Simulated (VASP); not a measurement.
# CuO (C2/c) in VASP: settings compared

CuO is run at these levels: PBEsol, PBE, LDA; tasks: relaxation of cell and atoms, single point.

All numbers are computed with VASP 6.6.1; they aren't measurements. Logs are shortened: lines on timing, memory, paths and dates and some standing lists are left out, and cuts for length are marked.

**1. The cell of the first run**

It takes space group C2/c (No. 15, monoclinic). Conventional cell: a = 4.684 Å, b = 3.423 Å, c = 5.129 Å, α = 90.00°, β = 99.54°, γ = 90.00°. Within 2.6 Å of Cu (site symmetry -1) lie 4 O at 1.95 to 1.96 Å. Within 3.0 Å of O (site symmetry 2) lie 6 Cu at 1.95 to 2.78 Å and 6 O at 2.62 to 2.90 Å.

**2. Relaxation of cell and atoms, PBEsol**

INCAR

```
ALGO = Normal ; EDIFF = 1E-7
EDIFFG = -0.01 ; ENCUT = 600
GGA = PS ; IBRION = 2
ISIF = 3 ; ISMEAR = -1
LASPH = True ; LCHARG = False
LREAL = False ; LWAVE = False
NELM = 80 ; NSW = 60
PREC = Accurate ; SIGMA = 0.05
```

KPOINTS

```
k-points
0
Gamma
  10 10 5
```

POSCAR

```
CuO
1.0
    2.3418500000     -1.7113000000      0.0000000000
    2.3418500000      1.7113000000      0.0000000000
   -0.8500274268      0.0000000000      5.0578693947
Cu O
2 2
Direct
    0.5000000000      0.0000000000      0.5000000000
    0.0000000000      0.5000000000      0.0000000000
    0.4184000000      0.5816000000      0.7500000000
    0.5816000000      0.4184000000      0.2500000000
```

Potentials or basis: VASP PAW PBE potentials, release 64 (Cu, O).

Started as:

```bash
$ cat potpaw_PBE.64/Cu/POTCAR potpaw_PBE.64/O/POTCAR > POTCAR
$ mpirun -np 1 vasp_std > vasp.out
```

OUTCAR:

```text
EDIFF = 1E-7
   EDIFFG = -0.01
   ENCUT = 600
   GGA = PS
   IBRION = 2
   ISIF = 3
   ISMEAR = -1
   LASPH = True
   LREAL = False
   NELM = 80
   NSW = 60
   PREC = Accurate

 ion  position               nearest neighbor table
   1  0.500  0.000  0.500-   3 1.95   4 1.95   4 1.96   3 1.96
   2  0.000  0.500  0.000-   4 1.95   3 1.95   4 1.96   3 1.96
   3  0.418  0.582  0.750-   2 1.95   1 1.95   2 1.96   1 1.96
   4  0.582  0.418  0.250-   1 1.95   2 1.95   2 1.96   1 1.96

  LATTYP: Found a base centered monoclinic cell.
 ALAT       =     4.6837000000
 B/A-ratio  =     0.7307470589
 C/A-ratio  =     1.0950317057
 COS(beta)  =    -0.1657361228

  Lattice vectors:

 A1 = (   2.3418500000,  -1.7113000000,   0.0000000000)
 A2 = (   2.3418500000,   1.7113000000,   0.0000000000)
 A3 = (  -0.8500274268,   0.0000000000,   5.0578693947)

Analysis of symmetry for initial positions (statically):
=====================================================================
 Subroutine PRICEL returns:
 Original cell was already a primitive cell.

 Routine SETGRP: Setting up the symmetry group for a
 base centered monoclinic supercell.

 Subroutine GETGRP returns: Found  4 space group operations
 (whereof  2 operations were pure point group operations)
 out of a pool of  4 trial point group operations.

The static configuration has the point symmetry S_2 .
 The point group associated with its full space group is C_2h.

Analysis of symmetry for dynamics (positions and initial velocities):
=====================================================================
 Subroutine PRICEL returns:
 Original cell was already a primitive cell.

 Routine SETGRP: Setting up the symmetry group for a
 base centered monoclinic supercell.

 Subroutine GETGRP returns: Found  4 space group operations
 (whereof  2 operations were pure point group operations)
 out of a pool of  4 trial point group operations.

The dynamic configuration has the point symmetry S_2 .
 The point group associated with its full space group is C_2h.

 Subroutine INISYM returns: Found  4 space group operations
 (whereof  2 operations are pure point group operations),
 and found     1 'primitive' translations

----------------------------------------------------------------------------------------

                                     Primitive cell

  volume of cell :      40.5399

  direct lattice vectors                    reciprocal lattice vectors
     2.341850000 -1.711300000  0.000000000     0.213506416 -0.292175539  0.035881968
     2.341850000  1.711300000  0.000000000     0.213506416  0.292175539  0.035881968
    -0.850027427  0.000000000  5.057869395     0.000000000  0.000000000  0.197711709

  length of vectors
     2.900484289  2.900484289  5.128800000     0.363646877  0.363646877  0.197711709

  position of ions in fractional coordinates (direct lattice)
     0.500000000  0.000000000  0.500000000
     0.000000000  0.500000000  0.000000000
     0.418400000  0.581600000  0.750000000
     0.581600000  0.418400000  0.250000000

  ion indices of the primitive-cell ions
   primitive index   ion index
                 1           1
                 2           2
                 3           3
                 4           4

----------------------------------------------------------------------------------------

 KPOINTS: k-points

Automatic generation of k-mesh.
 Grid dimensions read from file:
 generate k-points for:   10   10    5

 Generating k-lattice:

  Cartesian coordinates                     Fractional coordinates (reciprocal lattice)
     0.021350642 -0.029217554  0.003588197     0.100000000  0.000000000  0.000000000
     0.021350642  0.029217554  0.003588197     0.000000000  0.100000000  0.000000000
     0.000000000  0.000000000  0.039542342     0.000000000  0.000000000  0.200000000

  Length of vectors
     0.036364688  0.036364688  0.039542342

  Shift w.r.t. Gamma in fractional coordinates (k-lattice)
     0.000000000  0.000000000  0.000000000

 Subroutine IBZKPT returns following result:
 ===========================================

 Found    141 irreducible k-points:

 Following reciprocal coordinates:
            Coordinates               Weight
  0.000000  0.000000  0.000000      1.000000
  0.100000 -0.000000  0.000000      4.000000
  0.200000 -0.000000  0.000000      4.000000
  0.300000 -0.000000  0.000000      4.000000
  0.400000 -0.000000  0.000000      4.000000
  0.500000 -0.000000  0.000000      2.000000
[... 16 lines left out ...]
  0.300000  0.300000  0.000000      2.000000
  0.400000  0.300000  0.000000      4.000000
 [... further k-points ...]
   k-points           NKPTS =    141   k-points in BZ     NKDIM =    141   number of bands    NBANDS=     21
   number of dos      NEDOS =    301   number of ions     NIONS =      4
   total plane-waves  NPLWV =  24192
   dimension x,y,z NGX =    24 NGY =   24 NGZ =   42
   dimension x,y,z NGXF=    48 NGYF=   48 NGZF=   84
   ions per type =               2   2
   NGX,Y,Z   is equivalent  to a cutoff of  13.76, 13.76, 13.61 a.u.
   NGXF,Y,Z  is equivalent  to a cutoff of  27.51, 27.51, 27.23 a.u.
 SYSTEM =  unknown system
   PREC   = accura    normal or accurate (medium, high low for compatibility)
   ISTART =      0    job   : 0-new  1-cont  2-samecut
   ICHARG =      2    charge: 1-file 2-atom 10-const
   ISPIN  =      1    spin polarized calculation?
   LNONCOLLINEAR =      F non collinear calculations
   LSORBIT =      F    spin-orbit coupling
   LASPH  =      T    aspherical Exc in radial PAW
   ENCUT  =  600.0 eV  44.10 Ry    6.64 a.u.   5.79  5.79 10.24*2*pi/ulx,y,z
   NELM   =     80;   NELMIN=  2; NELMDL= -5     # of ELM steps
   EDIFF  = 0.1E-06   stopping-criterion for ELM
   LREAL  =      F    real-space projection
   EDIFFG = -.1E-01   stopping-criterion for IOM
   NSW    =     60    number of steps for IOM
   IBRION =      2    ionic relax: 0-MD 1-quasi-New 2-CG
   NFREE  =      1    steps in history (QN), initial steepest desc. (CG)
   ISIF   =      3    stress and relaxation
   ISYM   =      2    0-nonsym 1-usesym 2-fastsym
   POTIM  = 0.5000    time-step for ionic-motion
   TEBEG  =    0.0;   TEEND  =   0.0 temperature during run
   PSTRESS=    0.0 pullay stress
   NELECT =      34.0000    total number of electrons
   NUPDOWN=      -1.0000    fix difference up-down
   EMIN   =  10.00;   EMAX   =-10.00  energy-range for DOS
   EFERMI =   0.00;   METHOD = LEGACY
   ISMEAR =    -1;   SIGMA  =   0.05  broadening in eV -4-tet -1-fermi 0-gaus
   EFERMI_NEDOS =   21; number of points for ismear=-14 and -15
   IALGO  =     38    algorithm
   IMIX   =      4    mixing-type and parameters
     AMIX     =   0.40;   BMIX     =  1.00
     AMIX_MAG =   1.60;   BMIX_MAG =  1.00
  volume/ion in A,a.u.               =      10.13        68.39
  Fermi-wavevector in a.u.,A,eV,Ry     =   1.543856  2.917465 32.429379  2.383492
  Thomas-Fermi vector in A             =   2.649460
   LORBIT       =      0    0 simple, 1 ext, 2 COOP (PROOUT), +10 PAW based schemes
   GGA     = PS    functional components
   LHFCALC =     F    Hartree Fock is set to
   AEXX    =    0.0000 exact exchange contribution
   IVDW    =     0    specifies the selected vdW correction
   LEPSILON=     F    determine dielectric tensor
   LRPA    =     F    only Hartree local field effects (RPA)
 conjugate gradient relaxation of ions
 non-spin polarized calculation
  energy-cutoff  :      600.00
  volume of cell :       40.54
 maximum number of plane-waves:      1364
   NGX = 11   NGY = 11   NGZ = 21

--------------------------------------- Ionic step        1  -------------------------------------------

 number of electron      33.9999983 magnetization

 Free energy of the ion-electron system (eV)
  ---------------------------------------------------
  ext. energy  EPLUGINS =         0.00000000
  ---------------------------------------------------
  free energy    TOTEN  =       -21.35526463 eV

  energy without entropy =      -21.33595700  energy(sigma->0) =      -21.34561081

------------------------ aborting loop because EDIFF is reached ----------------------------------------

  FORCE on cell =-STRESS in cart. coord.  units (eV):
  Direction    XX          YY          ZZ          XY          YZ          ZX
  --------------------------------------------------------------------------------------
  -------------------------------------------------------------------------------------
  Total       -0.6498373      0.0039432     -0.9750014      0.0000000      0.0000000     -0.1454931
  in kB      -25.6822094      0.1558377    -38.5330144      0.0000000      0.0000000     -5.7500304
  external PRESSURE =     -21.3531287 kB  Pullay stress =       0.0000000 kB
[... 95 lines left out ...]
  FREE ENERGIE OF THE ION-ELECTRON SYSTEM (eV)
  ---------------------------------------------------
  free  energy   TOTEN  =       -21.3676653374 eV

  energy  without entropy=      -21.3487823867  energy(sigma->0) =      -21.35822386

[... ionic steps 4 to 25 ...]

--------------------------------------- Ionic step       26  -------------------------------------------

 number of electron      33.9999976 magnetization

------------------------ aborting loop because EDIFF is reached ----------------------------------------

  FORCE on cell =-STRESS in cart. coord.  units (eV):
  Direction    XX          YY          ZZ          XY          YZ          ZX
  --------------------------------------------------------------------------------------
  -------------------------------------------------------------------------------------
  Total       -0.0069849     -0.0631384      0.0002255      0.0000000      0.0000000     -0.1330927
  in kB       -0.2617633     -2.3661550      0.0084509      0.0000000      0.0000000     -4.9877418
  external PRESSURE =      -0.8731558 kB  Pullay stress =       0.0000000 kB
[... 61 lines left out ...]
  energy  without entropy=      -21.4593582747  energy(sigma->0) =      -21.46965237

--------------------------------------- Ionic step       28  -------------------------------------------

 number of electron      33.9999972 magnetization

 Free energy of the ion-electron system (eV)
  ---------------------------------------------------
  ext. energy  EPLUGINS =         0.00000000
  ---------------------------------------------------
  free energy    TOTEN  =       -21.48028987 eV

  energy without entropy =      -21.45967290  energy(sigma->0) =      -21.46998139

 E-fermi :   5.1648     XC(G=0): -11.7975

 val. band max:        5.1540329306   @ k =  -0.1000   0.1000   0.4000
 cond. band min:       5.1718353865   @ k =  -0.3000   0.5000   0.4000
 fundamental gap:      0.0178024559
 Fermi energy:         5.1647840104

 k-point     1 :       0.0000    0.0000    0.0000
  band No.  band energies     occupation
      1     -14.8616      2.00000
      2     -13.4393      2.00000
      3      -3.3340      2.00000
      4      -0.5542      2.00000
      5      -0.4508      2.00000
      6       1.2451      2.00000
[... 550 lines left out ...]
      5      -0.9492      2.00000
      6      -0.4915      2.00000
[... 13 lines left out ...]
     20      10.7373      0.00000
     21      14.4720      0.00000

 [... further k-points ...]

------------------------ aborting loop because EDIFF is reached ----------------------------------------

  FORCE on cell =-STRESS in cart. coord.  units (eV):
  Direction    XX          YY          ZZ          XY          YZ          ZX
  --------------------------------------------------------------------------------------
  -------------------------------------------------------------------------------------
  Total       -0.0276890     -0.0227172      0.0393873      0.0000000      0.0000000     -0.0061756
  in kB       -1.0381357     -0.8517311      1.4767376      0.0000000      0.0000000     -0.2315414
  external PRESSURE =      -0.1377098 kB  Pullay stress =       0.0000000 kB
[... 19 lines left out ...]
  FREE ENERGIE OF THE ION-ELECTRON SYSTEM (eV)
  ---------------------------------------------------
  free  energy   TOTEN  =       -21.4802898715 eV

  energy  without entropy=      -21.4596729045  energy(sigma->0) =      -21.46998139

 reached required accuracy - stopping structural energy minimisation
```

It took 38 min on 1 thread of Intel Xeon Platinum 8375C at 2.90GHz (Ice Lake), shared host; peak memory 0.28 GiB.

What came out:

```
Free energy                           : -21.4803 eV
Relaxed volume                        : 10.68 Å³/atom
Relaxed cell                          : a = 2.896 Å, b = 2.896 Å, c = 5.100 Å, α = 90.45°, β = 90.45°, γ = 87.24°
Space group after relaxing (to 0.1 Å) : Cccm (No. 66)
Energy gained by relaxing             : 31.3 meV/atom
Ionic steps                           : 28
Pressure after relaxing               : 0.0 GPa
Largest force after relaxing          : 0.007 eV/Å
Band gap on the k mesh                : zero (bands 17 and 18 overlap by 0.94 eV)
```

Forces on the atoms (eV/Å):
```
Cu   0.000  0.000  0.000
Cu   0.000  0.000  0.000
O    0.000 -0.007  0.000
O    0.000  0.007  0.000
```

The path:
| step | energy change (eV) | largest force (eV/Å) | pressure (GPa) | volume (Å³) |
| --- | --- | --- | --- | --- |
| 1 | 0.0000 | 0.3213 | -2.14 | 40.54 |
| 2 | -0.0122 | 0.1595 | 2.27 | 39.75 |
| 3 | -0.0124 | 0.1768 | 1.81 | 39.83 |
| 4 | -0.0228 | 0.1028 | 1.29 | 40.11 |
| 5 | -0.0319 | 0.0501 | 0.50 | 40.65 |
| 6 | -0.0430 | 0.0030 | -0.37 | 41.04 |
| 7 | -0.0641 | 0.1126 | -2.66 | 42.15 |
| 8 | -0.0597 | 0.2408 | -6.62 | 44.22 |
| 9 | -0.0698 | 0.1488 | -3.83 | 42.76 |
| 10 | -0.0759 | 0.1493 | -3.38 | 42.75 |
| 11 | -0.0904 | 0.1529 | -2.08 | 42.69 |
| 12 | -0.1027 | 0.1740 | 0.50 | 42.51 |
| 13 | -0.1074 | 0.1482 | 0.29 | 42.58 |
| 14 | -0.1164 | 0.0658 | -0.40 | 42.77 |
| 15 | -0.1088 | 0.1186 | -1.95 | 43.08 |
| 16 | -0.1179 | 0.0149 | -0.77 | 42.86 |
| 17 | -0.1193 | 0.0091 | 0.00 | 42.65 |
| 18 | -0.1195 | 0.0051 | 0.53 | 42.51 |
| 19 | -0.1203 | 0.0204 | 0.28 | 42.54 |
| 20 | -0.1206 | 0.0377 | -0.03 | 42.58 |
| 21 | -0.1206 | 0.0345 | 0.00 | 42.58 |
| 22 | -0.1211 | 0.0368 | 0.02 | 42.59 |
| 23 | -0.1223 | 0.0431 | 0.02 | 42.63 |
| 24 | -0.1238 | 0.0570 | -0.02 | 42.71 |
| 25 | -0.1230 | 0.0889 | -0.24 | 42.83 |
| 26 | -0.1241 | 0.0676 | -0.09 | 42.75 |
| 27 | -0.1247 | 0.0402 | -0.06 | 42.74 |
| 28 | -0.1250 | 0.0068 | -0.01 | 42.73 |

Final structure:
```
CELL_PARAMETERS angstrom
2.09142 -1.99814 0.15042
2.09142 1.99814 0.15042
-0.42116 0.00000 5.08260
ATOMIC_POSITIONS crystal
Cu 0.50000 0.00000 0.50000
Cu 0.00000 0.50000 0.00000
O 0.49652 0.50348 0.75000
O 0.50348 0.49652 0.25000
```

Caveat: the PAW data sets were made with another functional, which shifts forces and pressure a little; semilocal functionals often make such compounds metallic where correlation or magnetic order opens a gap, which also shifts bond lengths. Zero-point motion and thermal expansion aren't in these numbers.

**3. Single point, PBE**

INCAR

```
ALGO = Normal ; EDIFF = 1E-6
ENCUT = 520 ; GGA = PE
ISIF = 2 ; ISMEAR = 0
LASPH = T ; LCHARG = F
LREAL = F ; LWAVE = F
NBANDS = 25 ; NELM = 60
PREC = Accurate ; SIGMA = 0.028999999999999998
```

KPOINTS is that of step 2.

POSCAR is that of step 2.

Potentials or basis: VASP PAW PBE potentials, release 64 (Cu, O).

Started as:

```bash
$ cat potpaw_PBE.64/Cu/POTCAR potpaw_PBE.64/O/POTCAR > POTCAR
$ mpirun -np 1 vasp_std > vasp.out
```

Run time: 49 s. Hardware: 1 thread of Intel Xeon 6975P-C (Granite Rapids), shared host; peak memory 0.24 GiB.

The run converged. Its results:

| Item | Value |
| --- | --- |
| Free energy | -19.5217 eV |
| Pressure | 6.4 GPa |
| Largest force | 0.218 eV/Å |
| Band gap on the k mesh | zero (bands 17 and 18 overlap by 0.60 eV) |

Forces in eV/Å, atoms in the order of the input:
```
Cu   0.000  0.000  0.000
Cu   0.000  0.000  0.000
O    0.000 -0.218  0.000
O    0.000  0.218  0.000
```

Stress tensor (GPa, compression positive):
```
 6.36  0.00 -1.33
 0.00  7.26  0.00
-1.33  0.00  5.67
```

Levels at points of the mesh, in eV from the Fermi level:
```csv
k point,band 13,band 14,band 15,band 16,band 17,band 18,band 19,band 20,band 21,band 22
"(0.00, 0.00, 0.00)",-2.39,-2.22,-2.16,-1.66,0.22,0.95,1.74,6.06,8.18,13.40
"(0.50, 0.00, 0.00)",-2.05,-1.60,-1.50,-1.41,0.01,0.26,4.89,6.34,6.98,11.14
"(0.50, 0.50, 0.00)",-2.14,-2.13,-1.66,-1.22,-0.66,1.08,3.37,7.13,8.54,10.06
```

Caveat: the cell stands under pressure; semilocal functionals often make such compounds metallic where correlation or magnetic order opens a gap, which also shifts bond lengths.

**4. Single point, PBE**

INCAR

```
PREC = Accurate
ENCUT = 520
EDIFF = 1E-6
ISMEAR = 0
SIGMA = 0.02
LREAL = False
LASPH = True
NELM = 80
ALGO = Normal
ISIF = 2
LWAVE = False
LCHARG = True
GGA = PE
LELF = True
LVHAR = True
NBANDS = 25
```

KPOINTS

```
Automatic mesh
0
Gamma
  10 10 5
```

POSCAR is that of step 3.

Started as:

```bash
$ cat potpaw_PBE.64/Cu/POTCAR potpaw_PBE.64/O/POTCAR > POTCAR
$ mpirun -np 1 vasp_std > vasp.out
```

Wall time 49 s (1 thread of Intel Xeon 6975P-C (Granite Rapids), shared host); peak memory 0.24 GiB.

It converged, with:

```
Free energy            : -19.5214 eV
Pressure               : 6.4 GPa
Largest force          : 0.218 eV/Å
Band gap on the k mesh : zero (bands 17 and 18 overlap by 0.60 eV)
```

Forces in eV/Å, atoms in the order of the input:
```
Cu   0.000  0.000  0.000
Cu   0.000  0.000  0.000
O    0.000 -0.218  0.000
O    0.000  0.218  0.000
```

Stress tensor (GPa, compression positive):
```
 6.37  0.00 -1.35
 0.00  7.26  0.00
-1.35  0.00  5.66
```

Levels at points of the mesh, in eV from the Fermi level:
```tsv
k point	band 15	band 16	band 17	band 18	band 19	band 20
(0.00, 0.00, 0.00)	-2.16	-1.66	0.22	0.95	1.73	6.06
(0.50, 0.00, 0.00)	-1.51	-1.41	0.01	0.26	4.89	6.34
(0.50, 0.50, 0.00)	-1.67	-1.22	-0.66	1.08	3.37	7.13
```

Caveat: the cell stands under pressure; semilocal functionals often make such compounds metallic where correlation or magnetic order opens a gap, which also shifts bond lengths. With open d or f shells a metallic result of PBE can be an artefact of self-interaction; +U or a hybrid may open a gap.

**5. Single point, PBE**

INCAR

```
SYSTEM = CuO
PREC = Accurate
ENCUT = 520
EDIFF = 1E-6
ISMEAR = 0
SIGMA = 0.016
LREAL = .False.
LASPH = .True.
NELM = 100
ALGO = Normal
ISIF = 2
LWAVE = .False.
LCHARG = .False.
GGA = PE
NBANDS = 25
```

KPOINTS

```
Automatic mesh
0
Gamma
  10 10 5
  0 0 0
```

POSCAR is that of step 4.

Started as:

```bash
$ cat potpaw_PBE.64/Cu/POTCAR potpaw_PBE.64/O/POTCAR > POTCAR
$ mpirun -np 1 vasp_std > vasp.out
```

Wall time 48 s (1 thread of Intel Xeon 6975P-C (Granite Rapids), shared host); peak memory 0.25 GiB.

Results (log left out):

```
Free energy            : -19.5213 eV
Pressure               : 6.4 GPa
Largest force          : 0.219 eV/Å
Band gap on the k mesh : zero (bands 17 and 18 overlap by 0.60 eV)
```

Forces on the atoms (eV/Å):
```
Cu   0.000  0.000  0.000
Cu   0.000  0.000  0.000
O    0.000 -0.219  0.000
O    0.000  0.219  0.000
```

Stress tensor (GPa, compression positive):
```
 6.37  0.00 -1.36
 0.00  7.25  0.00
-1.36  0.00  5.66
```

Levels at points of the mesh, in eV from the Fermi level:
| k point | band 13 | band 14 | band 15 | band 16 | band 17 | band 18 | band 19 | band 20 | band 21 | band 22 |
| --- | --- | --- | --- | --- | --- | --- | --- | --- | --- | --- |
| (0.00, 0.00, 0.00) | -2.39 | -2.22 | -2.17 | -1.66 | 0.22 | 0.95 | 1.73 | 6.06 | 8.18 | 13.40 |
| (0.50, 0.00, 0.00) | -2.06 | -1.60 | -1.51 | -1.42 | 0.01 | 0.26 | 4.89 | 6.34 | 6.97 | 11.14 |
| (0.50, 0.50, 0.00) | -2.14 | -2.13 | -1.67 | -1.22 | -0.66 | 1.08 | 3.37 | 7.13 | 8.54 | 10.06 |

Caveat: the cell stands under pressure; semilocal functionals often make such compounds metallic where correlation or magnetic order opens a gap, which also shifts bond lengths. With open d or f shells a metallic result of PBE can be an artefact of self-interaction; +U or a hybrid may open a gap.

[end of part 1 of 2]
